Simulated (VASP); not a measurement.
# CuSi16 (a cell with a defect) in VASP: further runs

The runs below take CuSi16 (a cell with a defect) through single point, with LDA.

All numbers are computed with VASP 6.6.1; they aren't measurements. Logs are shortened: lines on timing, memory, paths and dates and some standing lists are left out, and cuts for length are marked.

### Step 1. The cell of the first run

The cell holds a defect, 17 atoms: a = 7.679 Å, b = 7.679 Å, c = 7.679 Å, α = 60.00°, β = 60.00°, γ = 60.00°.

### Step 2. Single point, LDA

INCAR reads:

```
SYSTEM = CuSi16
ALGO = Normal
EDIFF = 1E-7
ENCUT = 520
ISIF = 2
ISMEAR = 0
LASPH = .TRUE.
LCHARG = .FALSE.
LREAL = Auto
LWAVE = .FALSE.
NBANDS = 52
NELECT = 74.0
NELM = 60
PREC = Accurate
SIGMA = 0.05
```

KPOINTS reads:

```
k-points
0
G
  2 2 2
  0 0 0
```

POSCAR reads:

```
CuSi16
1.0
    0.0000000000      5.4300000000      5.4300000000
    5.4300000000      0.0000000000      5.4300000000
    5.4300000000      5.4300000000      0.0000000000
Si Cu
16 1
Direct
    0.0361697053     -0.0097183241     -0.0120162983
    0.1324850829      0.1286918969      0.1257495396
   -0.0069836096      0.0087197053      0.4993683241
    0.1310511971      0.1270613260      0.6149839779
   -0.0066835175      0.5023833333      0.0055654696
    0.1321343462      0.6169923573      0.1240479742
   -0.0041114180      0.5005646409      0.4974036832
    0.0992573665      0.6349080110      0.6318667587
    0.5049582873      0.0064039595      0.0034035912
    0.6636081031      0.1100539595      0.1100160221
    0.5033471455      0.0116777164      0.4810237569
    0.6212848066      0.1417144567      0.6154437385
    0.5044822284      0.4815568140      0.0093809392
    0.6217380295      0.6173417127      0.1388971455
    0.4707748619      0.5144608656      0.5112365562
    0.6243084715      0.6219344383      0.6205443831
    0.5086421731      0.8306620626      0.8294727440
```

Potentials or basis: VASP PAW LDA potentials, release 64 (Si, Cu).

Started as:

```bash
cat potpaw_LDA.64/Si/POTCAR potpaw_LDA.64/Cu/POTCAR > POTCAR
mpirun -np 1 vasp_std > vasp.out
```

OUTCAR:

```text
SYSTEM = CuSi16
   EDIFF = 1E-7
   ENCUT = 520
   ISIF = 2
   ISMEAR = 0
   LASPH = .TRUE.
   LREAL = Auto
   NELECT = 74.0
   NELM = 60
   PREC = Accurate

 ion  position               nearest neighbor table
   1  0.036  0.990  0.988-  10 2.34   2 2.34   4 2.35   6 2.35  17 2.96
   2  0.132  0.129  0.126-   9 2.34   1 2.34   3 2.34   5 2.35
   3  0.993  0.009  0.499-  12 2.33   4 2.33   2 2.34   8 2.35
   4  0.131  0.127  0.615-   3 2.33  11 2.34   7 2.34   1 2.35
   5  0.993  0.502  0.006-  14 2.33   6 2.33   2 2.35   8 2.35
   6  0.132  0.617  0.124-   5 2.33  13 2.34   7 2.34   1 2.35
   7  0.996  0.501  0.497-  16 2.33   8 2.34   6 2.34   4 2.34
   8  0.099  0.635  0.632-  15 2.33   7 2.34   5 2.35   3 2.35
   9  0.505  0.006  0.003-  17 2.31  10 2.33   2 2.34  12 2.43  14 2.44
  10  0.664  0.110  0.110-   9 2.33   1 2.34  11 2.34  13 2.34
  11  0.503  0.012  0.481-  17 2.33   4 2.34  10 2.34  12 2.40  16 2.44
  12  0.621  0.142  0.615-   3 2.33  15 2.34  11 2.40  17 2.42   9 2.43
  13  0.504  0.482  0.009-  17 2.33   6 2.34  10 2.34  14 2.40  16 2.44
  14  0.622  0.617  0.139-   5 2.33  15 2.34  13 2.40  17 2.42   9 2.44
  15  0.471  0.514  0.511-   8 2.33  16 2.33  14 2.34  12 2.34
  16  0.624  0.622  0.621-   7 2.33  15 2.33  17 2.38  13 2.44  11 2.44
  17  0.509  0.831  0.829-   9 2.31  11 2.33  13 2.33  16 2.38  14 2.42  12 2.42   1 2.96

  LATTYP: Found a face centered cubic cell.
 ALAT       =    10.8600000000

  Lattice vectors:

 A1 = (   0.0000000000,   5.4300000000,   5.4300000000)
 A2 = (   5.4300000000,   0.0000000000,   5.4300000000)
 A3 = (   5.4300000000,   5.4300000000,   0.0000000000)

Analysis of symmetry for initial positions (statically):
=====================================================================
 Subroutine PRICEL returns:
 Original cell was already a primitive cell.

 Routine SETGRP: Setting up the symmetry group for a
 face centered cubic supercell.

 Subroutine GETGRP returns: Found  1 space group operations
 (whereof  1 operations were pure point group operations)
 out of a pool of 48 trial point group operations.

The static configuration has the point symmetry C_1 .

Analysis of symmetry for dynamics (positions and initial velocities):
=====================================================================
 Subroutine PRICEL returns:
 Original cell was already a primitive cell.

 Routine SETGRP: Setting up the symmetry group for a
 face centered cubic supercell.

 Subroutine GETGRP returns: Found  1 space group operations
 (whereof  1 operations were pure point group operations)
 out of a pool of 48 trial point group operations.

The dynamic configuration has the point symmetry C_1 .

 Subroutine INISYM returns: Found  1 space group operations
 (whereof  1 operations are pure point group operations),
 and found     1 'primitive' translations

----------------------------------------------------------------------------------------

                                     Primitive cell

  volume of cell :     320.2060

  direct lattice vectors                    reciprocal lattice vectors
     0.000000000  5.430000000  5.430000000    -0.092081031  0.092081031  0.092081031
     5.430000000  0.000000000  5.430000000     0.092081031 -0.092081031  0.092081031
     5.430000000  5.430000000  0.000000000     0.092081031  0.092081031 -0.092081031

  length of vectors
     7.679179644  7.679179644  7.679179644     0.159489025  0.159489025  0.159489025

  position of ions in fractional coordinates (direct lattice)
     0.036169705  0.990281676  0.987983702
     0.132485083  0.128691897  0.125749540
     0.993016390  0.008719705  0.499368324
     0.131051197  0.127061326  0.614983978
     0.993316482  0.502383333  0.005565470
     0.132134346  0.616992357  0.124047974
[... 9 lines left out ...]
     0.624308472  0.621934438  0.620544383
     0.508642173  0.830662063  0.829472744

  ion indices of the primitive-cell ions
   primitive index   ion index
                 1           1
                 2           2
                 3           3
                 4           4
                 5           5
                 6           6
[... 9 lines left out ...]
                16          16
                17          17

----------------------------------------------------------------------------------------

 KPOINTS: k-points

Automatic generation of k-mesh.
 Grid dimensions read from file:
 generate k-points for:    2    2    2

 Generating k-lattice:

  Cartesian coordinates                     Fractional coordinates (reciprocal lattice)
    -0.046040516  0.046040516  0.046040516     0.500000000  0.000000000  0.000000000
     0.046040516 -0.046040516  0.046040516     0.000000000  0.500000000  0.000000000
     0.046040516  0.046040516 -0.046040516     0.000000000  0.000000000  0.500000000

  Length of vectors
     0.079744512  0.079744512  0.079744512

  Shift w.r.t. Gamma in fractional coordinates (k-lattice)
     0.000000000  0.000000000  0.000000000

 Subroutine IBZKPT returns following result:
 ===========================================

 Found      8 irreducible k-points:

 Following reciprocal coordinates:
            Coordinates               Weight
  0.000000  0.000000  0.000000      1.000000
  0.500000  0.000000  0.000000      1.000000
  0.000000  0.500000  0.000000      1.000000
  0.000000  0.000000  0.500000      1.000000
  0.500000  0.500000  0.500000      1.000000
  0.500000  0.500000  0.000000      1.000000
  0.000000  0.500000  0.500000      1.000000
  0.500000  0.000000  0.500000      1.000000
   k-points           NKPTS =      8   k-points in BZ     NKDIM =      8   number of bands    NBANDS=     52
   number of dos      NEDOS =    301   number of ions     NIONS =     17
   total plane-waves  NPLWV = 216000
   dimension x,y,z NGX =    60 NGY =   60 NGZ =   60
   dimension x,y,z NGXF=   120 NGYF=  120 NGZF=  120
   ions per type =              16   1
   NGX,Y,Z   is equivalent  to a cutoff of  12.99, 12.99, 12.99 a.u.
   NGXF,Y,Z  is equivalent  to a cutoff of  25.98, 25.98, 25.98 a.u.
 SYSTEM =  CuSi16
   PREC   = accura    normal or accurate (medium, high low for compatibility)
   ISTART =      0    job   : 0-new  1-cont  2-samecut
   ICHARG =      2    charge: 1-file 2-atom 10-const
   ISPIN  =      1    spin polarized calculation?
   LNONCOLLINEAR =      F non collinear calculations
   LSORBIT =      F    spin-orbit coupling
   LASPH  =      T    aspherical Exc in radial PAW
   ENCUT  =  520.0 eV  38.22 Ry    6.18 a.u.  14.28 14.28 14.28*2*pi/ulx,y,z
   NELM   =     60;   NELMIN=  2; NELMDL= -5     # of ELM steps
   EDIFF  = 0.1E-06   stopping-criterion for ELM
   LREAL  =      T    real-space projection
   EDIFFG = 0.1E-05   stopping-criterion for IOM
   NSW    =      0    number of steps for IOM
   IBRION =     -1    ionic relax: 0-MD 1-quasi-New 2-CG
   NFREE  =      0    steps in history (QN), initial steepest desc. (CG)
   ISIF   =      2    stress and relaxation
   ISYM   =      2    0-nonsym 1-usesym 2-fastsym
   POTIM  = 0.5000    time-step for ionic-motion
   TEBEG  =    0.0;   TEEND  =   0.0 temperature during run
   PSTRESS=    0.0 pullay stress
   NELECT =      74.0000    total number of electrons
   NUPDOWN=      -1.0000    fix difference up-down
   EMIN   =  10.00;   EMAX   =-10.00  energy-range for DOS
   EFERMI =   0.00;   METHOD = LEGACY
   ISMEAR =     0;   SIGMA  =   0.05  broadening in eV -4-tet -1-fermi 0-gaus
   EFERMI_NEDOS =   21; number of points for ismear=-14 and -15
   IALGO  =     38    algorithm
   IMIX   =      4    mixing-type and parameters
     AMIX     =   0.40;   BMIX     =  1.00
     AMIX_MAG =   1.60;   BMIX_MAG =  1.00
  volume/ion in A,a.u.               =      18.84       127.11
  Fermi-wavevector in a.u.,A,eV,Ry     =   1.004636  1.898488 13.732283  1.009294
  Thomas-Fermi vector in A             =   2.137265
   LORBIT       =      0    0 simple, 1 ext, 2 COOP (PROOUT), +10 PAW based schemes
   GGA     = CA    functional components
   LHFCALC =     F    Hartree Fock is set to
   AEXX    =    0.0000 exact exchange contribution
   IVDW    =     0    specifies the selected vdW correction
   LEPSILON=     F    determine dielectric tensor
   LRPA    =     F    only Hartree local field effects (RPA)
 non-spin polarized calculation
 Gauss-broadening in eV      SIGMA  =   0.05
  energy-cutoff  :      520.00
  volume of cell :      320.21
 maximum number of plane-waves:      8646
 NGX is ok and might be reduce to    60
   NGX = 29   NGY = 29   NGZ = 29

 number of electron      74.0000001 magnetization

 Free energy of the ion-electron system (eV)
  ---------------------------------------------------
  ext. energy  EPLUGINS =         0.00000000
  ---------------------------------------------------
  free energy    TOTEN  =      -103.88492255 eV

  energy without entropy =     -103.88392330  energy(sigma->0) =     -103.88442292

 E-fermi :   6.3579     XC(G=0):  -9.8172

 val. band max:        6.2875864367   @ k =   0.0000   0.0000   0.0000
 cond. band min:       6.4297002843   @ k =   0.0000   0.0000   0.0000
 fundamental gap:      0.1421138476
 Fermi energy:         6.3578874285

 k-point     1 :       0.0000    0.0000    0.0000
  band No.  band energies     occupation
      1      -5.9656      2.00000
      2      -3.6134      2.00000
      3      -3.5781      2.00000
      4      -3.5525      2.00000
      5      -3.5056      2.00000
      6      -2.0440      2.00000
[... 41 lines left out ...]
     48       8.3306      0.00000
     49       8.4082      0.00000

 k-point     2 :       0.5000    0.0000    0.0000
  band No.  band energies     occupation
      1      -5.3531      2.00000
      2      -4.9459      2.00000
      3      -3.3025      2.00000
      4      -3.2682      2.00000
      5      -3.2394      2.00000
      6      -3.1306      2.00000
[... 304 lines left out ...]
 k-point     8 :       0.5000    0.0000    0.5000
  band No.  band energies     occupation
      1      -5.0224      2.00000
      2      -4.7687      2.00000
      3      -3.9725      2.00000
      4      -3.8376      2.00000
      5      -3.8072      2.00000
      6      -3.7758      2.00000
[... 41 lines left out ...]
     48      10.3014      0.00000
     49      10.3378      0.00000
 [bands above 49 left out]

------------------------ aborting loop because EDIFF is reached ----------------------------------------

  FORCE on cell =-STRESS in cart. coord.  units (eV):
  Direction    XX          YY          ZZ          XY          YZ          ZX
  --------------------------------------------------------------------------------------
  -------------------------------------------------------------------------------------
  Total       -8.5069532     -9.0829017     -9.1456553      0.0924930      0.9176088      0.0314111
  in kB      -42.5652454    -45.4470514    -45.7610445      0.4627963      4.5913316      0.1571678
  external PRESSURE =     -44.5911138 kB  Pullay stress =       0.0000000 kB

 VOLUME and BASIS-vectors are now :
 -----------------------------------------------------------------------------
  energy-cutoff  :      520.00
  volume of cell :      320.21
      direct lattice vectors                 reciprocal lattice vectors
     0.000000000  5.430000000  5.430000000    -0.092081031  0.092081031  0.092081031
     5.430000000  0.000000000  5.430000000     0.092081031 -0.092081031  0.092081031
     5.430000000  5.430000000  0.000000000     0.092081031  0.092081031 -0.092081031

 POSITION                                       TOTAL-FORCE (eV/Angst)
 -----------------------------------------------------------------------------------
     10.74198      5.56115      5.57363         0.002535      0.000437      0.004871
      1.38162      1.40221      1.41819         0.000539     -0.003168     -0.008408
      2.75892      8.10365      5.43943        -0.000216      0.001865      0.012452
      4.02931      4.05097      1.40155        -0.000706     -0.001235     -0.003934
      2.75816      5.42393      8.12165        -0.001298      0.007639     -0.003683
      4.02385      1.39107      4.06776         0.003679     -0.001283      0.000230
[... 9 lines left out ...]
      6.74666      6.75955      6.76710        -0.004970     -0.007065     -0.000413
      9.01453      7.26596      7.27242         0.017931     -0.018772     -0.012719
 -----------------------------------------------------------------------------------
    total drift:                               -0.005580     -0.006437     -0.003527

  FREE ENERGIE OF THE ION-ELECTRON SYSTEM (eV)
  ---------------------------------------------------
  free  energy   TOTEN  =      -103.8849225468 eV

  energy  without entropy=     -103.8839233003  energy(sigma->0) =     -103.88442292
```

Wall time 5 min (1 thread of Intel Xeon Platinum 8488C (Sapphire Rapids), shared host); peak memory 0.4 GiB.

Results:

| Item | Value |
| --- | --- |
| Free energy | -103.8849 eV |
| Largest force | 0.029 eV/Å |

Forces in eV/Å, atoms in the order of the input:
```
Si   0.003  0.000  0.005
Si   0.001 -0.003 -0.008
Si   0.000  0.002  0.012
Si  -0.001 -0.001 -0.004
Si  -0.001  0.008 -0.004
Si   0.004 -0.001  0.000
Si  -0.005  0.002 -0.005
Si   0.001  0.000  0.001
Si   0.012  0.010  0.002
Si   0.001  0.000  0.008
Si  -0.017 -0.010  0.000
Si   0.001  0.007  0.005
Si  -0.010  0.003 -0.009
Si   0.007  0.002  0.007
Si  -0.007  0.007  0.004
Si  -0.005 -0.007  0.000
Cu   0.018 -0.019 -0.013
```

Caveat: the k points lie up to 0.50 Å⁻¹ apart; the cell carries a net charge on a neutralising background, which shifts energy and pressure; the cell is charged against a uniform background, so pressure and absolute levels hang on convention.

(Continued in part 2 of 3.)
